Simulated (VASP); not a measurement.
# Pd (Fm-3m) in VASP: notebook, part 2 of 2

VASP 6.6.1. Earlier steps stand in the parts before.

## Step 3: Relaxation of cell and atoms, PBEsol

This run uses another cell than the first one, of 15.32 Å³/atom.

The input, INCAR:

```
SYSTEM = Pd
PREC = Accurate
ENCUT = 600
EDIFF = 1E-7
ISMEAR = 0
SIGMA = 0.1
LREAL = .False.
LASPH = .True.
NELM = 100
ALGO = Normal
ISIF = 3
LWAVE = .False.
LCHARG = .False.
GGA = PS
IBRION = 2
NSW = 70
EDIFFG = -0.005
```

The input, KPOINTS:

```
Automatic mesh
0
Gamma
  18 18 18
  0 0 0
```

The input, POSCAR:

```
Pd
1.0
    0.0000000000      1.9711878716      1.9711878716
    1.9711878716      0.0000000000      1.9711878716
    1.9711878716      1.9711878716      0.0000000000
Pd
1
Direct
    0.0000000000      0.0000000000      0.0000000000
```

Potentials or basis: VASP PAW PBE potentials, release 64 (Pd).

The run is started by

```
$ cat potpaw_PBE.64/Pd/POTCAR > POTCAR
$ mpirun -np 1 vasp_std > vasp.out
```

OUTCAR:

```text
SYSTEM = Pd
   PREC = Accurate
   ENCUT = 600
   EDIFF = 1E-7
   ISMEAR = 0
   LREAL = .False.
   LASPH = .True.
   NELM = 100
   ISIF = 3
   GGA = PS
   IBRION = 2
   NSW = 70
   EDIFFG = -0.005

 ion  position               nearest neighbor table
   1  0.000  0.000  0.000-

  LATTYP: Found a face centered cubic cell.
 ALAT       =     3.9423757432

  Lattice vectors:

 A1 = (   0.0000000000,   1.9711878716,   1.9711878716)
 A2 = (   1.9711878716,   0.0000000000,   1.9711878716)
 A3 = (   1.9711878716,   1.9711878716,   0.0000000000)

Analysis of symmetry for initial positions (statically):
=====================================================================
 Subroutine PRICEL returns:
 Original cell was already a primitive cell.

 Routine SETGRP: Setting up the symmetry group for a
 face centered cubic supercell.

 Subroutine GETGRP returns: Found 48 space group operations
 (whereof 48 operations were pure point group operations)
 out of a pool of 48 trial point group operations.

The static configuration has the point symmetry O_h .

Analysis of symmetry for dynamics (positions and initial velocities):
=====================================================================
 Subroutine PRICEL returns:
 Original cell was already a primitive cell.

 Routine SETGRP: Setting up the symmetry group for a
 face centered cubic supercell.

 Subroutine GETGRP returns: Found 48 space group operations
 (whereof 48 operations were pure point group operations)
 out of a pool of 48 trial point group operations.

The dynamic configuration has the point symmetry O_h .

 Subroutine INISYM returns: Found 48 space group operations
 (whereof 48 operations are pure point group operations),
 and found     1 'primitive' translations

----------------------------------------------------------------------------------------

                                     Primitive cell

  volume of cell :      15.3184

  direct lattice vectors                    reciprocal lattice vectors
     0.000000000  1.971187872  1.971187872    -0.253654158  0.253654158  0.253654158
     1.971187872  0.000000000  1.971187872     0.253654158 -0.253654158  0.253654158
     1.971187872  1.971187872  0.000000000     0.253654158  0.253654158 -0.253654158

  length of vectors
     2.787680622  2.787680622  2.787680622     0.439341889  0.439341889  0.439341889

  position of ions in fractional coordinates (direct lattice)
     0.000000000  0.000000000  0.000000000

  ion indices of the primitive-cell ions
   primitive index   ion index
                 1           1

----------------------------------------------------------------------------------------

 KPOINTS: Automatic mesh

Automatic generation of k-mesh.
 Grid dimensions read from file:
 generate k-points for:   18   18   18

 Generating k-lattice:

  Cartesian coordinates                     Fractional coordinates (reciprocal lattice)
    -0.014091898  0.014091898  0.014091898     0.055555556  0.000000000  0.000000000
     0.014091898 -0.014091898  0.014091898     0.000000000  0.055555556  0.000000000
     0.014091898  0.014091898 -0.014091898     0.000000000  0.000000000  0.055555556

  Length of vectors
     0.024407883  0.024407883  0.024407883

  Shift w.r.t. Gamma in fractional coordinates (k-lattice)
     0.000000000  0.000000000  0.000000000

 Subroutine IBZKPT returns following result:
 ===========================================

 Found    195 irreducible k-points:

 Following reciprocal coordinates:
            Coordinates               Weight
  0.000000  0.000000  0.000000      1.000000
  0.055556  0.000000  0.000000      8.000000
  0.111111  0.000000  0.000000      8.000000
  0.166667  0.000000  0.000000      8.000000
  0.222222  0.000000  0.000000      8.000000
  0.277778  0.000000  0.000000      8.000000
[... 16 lines left out ...]
 -0.277778  0.055556  0.000000     24.000000
 -0.222222  0.055556  0.000000     24.000000
 [... further k-points ...]
   k-points           NKPTS =    195   k-points in BZ     NKDIM =    195   number of bands    NBANDS=      9
   number of dos      NEDOS =    301   number of ions     NIONS =      1
   total plane-waves  NPLWV =  13824
   dimension x,y,z NGX =    24 NGY =   24 NGZ =   24
   dimension x,y,z NGXF=    48 NGYF=   48 NGZF=   48
   ions per type =               1
   NGX,Y,Z   is equivalent  to a cutoff of  14.31, 14.31, 14.31 a.u.
   NGXF,Y,Z  is equivalent  to a cutoff of  28.63, 28.63, 28.63 a.u.
 SYSTEM =  Pd
   PREC   = accura    normal or accurate (medium, high low for compatibility)
   ISTART =      0    job   : 0-new  1-cont  2-samecut
   ICHARG =      2    charge: 1-file 2-atom 10-const
   ISPIN  =      1    spin polarized calculation?
   LNONCOLLINEAR =      F non collinear calculations
   LSORBIT =      F    spin-orbit coupling
   LASPH  =      T    aspherical Exc in radial PAW
   ENCUT  =  600.0 eV  44.10 Ry    6.64 a.u.   5.57  5.57  5.57*2*pi/ulx,y,z
   NELM   =    100;   NELMIN=  2; NELMDL= -5     # of ELM steps
   EDIFF  = 0.1E-06   stopping-criterion for ELM
   LREAL  =      F    real-space projection
   EDIFFG = -.5E-02   stopping-criterion for IOM
   NSW    =     70    number of steps for IOM
   IBRION =      2    ionic relax: 0-MD 1-quasi-New 2-CG
   NFREE  =      1    steps in history (QN), initial steepest desc. (CG)
   ISIF   =      3    stress and relaxation
   ISYM   =      2    0-nonsym 1-usesym 2-fastsym
   POTIM  = 0.5000    time-step for ionic-motion
   TEBEG  =    0.0;   TEEND  =   0.0 temperature during run
   PSTRESS=    0.0 pullay stress
   NELECT =      10.0000    total number of electrons
   NUPDOWN=      -1.0000    fix difference up-down
   EMIN   =  10.00;   EMAX   =-10.00  energy-range for DOS
   EFERMI =   0.00;   METHOD = LEGACY
   ISMEAR =     0;   SIGMA  =   0.10  broadening in eV -4-tet -1-fermi 0-gaus
   EFERMI_NEDOS =   21; number of points for ismear=-14 and -15
   IALGO  =     38    algorithm
   IMIX   =      4    mixing-type and parameters
     AMIX     =   0.40;   BMIX     =  1.00
     AMIX_MAG =   1.60;   BMIX_MAG =  1.00
  volume/ion in A,a.u.               =      15.32       103.37
  Fermi-wavevector in a.u.,A,eV,Ry     =   1.420158  2.683710 27.440912  2.016850
  Thomas-Fermi vector in A             =   2.541103
   LORBIT       =      0    0 simple, 1 ext, 2 COOP (PROOUT), +10 PAW based schemes
   GGA     = PS    functional components
   LHFCALC =     F    Hartree Fock is set to
   AEXX    =    0.0000 exact exchange contribution
   IVDW    =     0    specifies the selected vdW correction
   LEPSILON=     F    determine dielectric tensor
   LRPA    =     F    only Hartree local field effects (RPA)
 conjugate gradient relaxation of ions
 non-spin polarized calculation
 Gauss-broadening in eV      SIGMA  =   0.10
  energy-cutoff  :      600.00
  volume of cell :       15.32
 maximum number of plane-waves:       532
   NGX = 11   NGY = 11   NGZ = 11

--------------------------------------- Ionic step        1  -------------------------------------------

 number of electron      10.0000000 magnetization

 Free energy of the ion-electron system (eV)
  ---------------------------------------------------
  ext. energy  EPLUGINS =         0.00000000
  ---------------------------------------------------
  free energy    TOTEN  =        -5.94539116 eV

  energy without entropy =       -5.93303846  energy(sigma->0) =       -5.93921481

------------------------ aborting loop because EDIFF is reached ----------------------------------------

  FORCE on cell =-STRESS in cart. coord.  units (eV):
  Direction    XX          YY          ZZ          XY          YZ          ZX
  --------------------------------------------------------------------------------------
  -------------------------------------------------------------------------------------
  Total       -0.9077050     -0.9077050     -0.9077050      0.0000000      0.0000000      0.0000000
  in kB      -94.9382604    -94.9382604    -94.9382604      0.0000000      0.0000000      0.0000000
  external PRESSURE =     -94.9382604 kB  Pullay stress =       0.0000000 kB
[... 22 lines left out ...]
--------------------------------------- Ionic step        2  -------------------------------------------

 number of electron       9.9999999 magnetization

 E-fermi :  11.3605     XC(G=0): -13.9881

 val. band max:       11.3491490717   @ k =   0.5000   0.0556   0.0000
 cond. band min:      11.3618940926   @ k =  -0.4444   0.3889   0.1111
 fundamental gap:      0.0127450209
 Fermi energy:        11.3604886830

 k-point     1 :       0.0000    0.0000    0.0000
  band No.  band energies     occupation
      1       3.3263      2.00000
      2       8.0182      2.00000
      3       8.0182      2.00000
      4       8.0182      2.00000
      5       9.9290      2.00000
      6       9.9290      2.00000
      7      28.4668      0.00000
      8      33.8001      0.00000
      9      33.8001      0.00000
[... 345 lines left out ...]
--------------------------------------- Ionic step        4  -------------------------------------------

 number of electron      10.0000000 magnetization

 Free energy of the ion-electron system (eV)
  ---------------------------------------------------
  ext. energy  EPLUGINS =         0.00000000
  ---------------------------------------------------
  free energy    TOTEN  =        -5.97042432 eV

  energy without entropy =       -5.95894872  energy(sigma->0) =       -5.96468652

 E-fermi :   9.8877     XC(G=0): -13.4766

 val. band max:        9.8865186131   @ k =  -0.4444   0.3889   0.1111
 cond. band min:       9.8884242229   @ k =   0.5000   0.1111   0.0000
 fundamental gap:      0.0019056097
 Fermi energy:         9.8876948828

 k-point     1 :       0.0000    0.0000    0.0000
  band No.  band energies     occupation
      1       2.5234      2.00000
      2       6.9581      2.00000
      3       6.9581      2.00000
      4       6.9581      2.00000
      5       8.6332      2.00000
      6       8.6332      2.00000
      7      27.0178      0.00000
      8      31.8772      0.00000
      9      31.8772      0.00000
[... 304 lines left out ...]
  FREE ENERGIE OF THE ION-ELECTRON SYSTEM (eV)
  ---------------------------------------------------
  free  energy   TOTEN  =        -5.9704243180 eV

  energy  without entropy=       -5.9589487171  energy(sigma->0) =       -5.96468652

 reached required accuracy - stopping structural energy minimisation
```

OSZICAR:

```text
N       E                     dE             d eps       ncg     rms          rms(c)
DAV:   1     0.430462681322E+02    0.43046E+02   -0.57947E+03  3526   0.117E+03
DAV:   2    -0.590183063254E+01   -0.48948E+02   -0.47717E+02  3776   0.205E+02
[... 30 lines left out ...]
   3 F= -.59704117E+01 E0= -.59646651E+01  d E =-.250205E-01
       N       E                     dE             d eps       ncg     rms          rms(c)
DAV:   1    -0.597056113539E+01   -0.14953E-03   -0.27683E-03  3558   0.599E-01    0.802E-02
DAV:   2    -0.597042377316E+01    0.13736E-03   -0.67959E-04  3538   0.240E-01    0.194E-02
DAV:   3    -0.597042343305E+01    0.34011E-06   -0.45332E-06  4036   0.167E-02    0.116E-02
DAV:   4    -0.597042433233E+01   -0.89928E-06   -0.15659E-06  3908   0.106E-02    0.736E-04
DAV:   5    -0.597042431802E+01    0.14310E-07   -0.13607E-08  2178   0.114E-03
   4 F= -.59704243E+01 E0= -.59646865E+01  d E =-.250332E-01
```

Run time: 80 s. Hardware: 1 thread of Intel Xeon 8259CL, shared host; peak memory 0.18 GiB.

Results:

```
Free energy                           : -5.9704 eV
Relaxed volume                        : 14.52 Å³/atom
Relaxed cell                          : a = 2.739 Å, b = 2.739 Å, c = 2.739 Å, α = 60.00°, β = 60.00°, γ = 60.00°
Space group after relaxing (to 0.1 Å) : Fm-3m (No. 225)
Energy gained by relaxing             : 25.0 meV/atom
Ionic steps                           : 4
Pressure after relaxing               : 0.0 GPa
Band gap on the k mesh                : zero (bands 5 and 6 overlap by 1.63 eV)
```

Step by step:
| step | energy change (eV) | largest force (eV/Å) | pressure (GPa) | volume (Å³) |
| --- | --- | --- | --- | --- |
| 1 | 0.0000 | 0.0000 | -9.49 | 15.32 |
| 2 | 0.0420 | 0.0000 | 20.75 | 13.39 |
| 3 | -0.0250 | 0.0000 | -0.24 | 14.54 |
| 4 | -0.0250 | 0.0000 | -0.02 | 14.52 |

Final structure:
```
Pd
1.0
     0.00000    1.93647    1.93647
     1.93647    0.00000    1.93647
     1.93647    1.93647    0.00000
Pd
1
Direct
  0.00000 0.00000 0.00000
```

Caveat: the PAW data sets were made with another functional, which shifts forces and pressure a little.
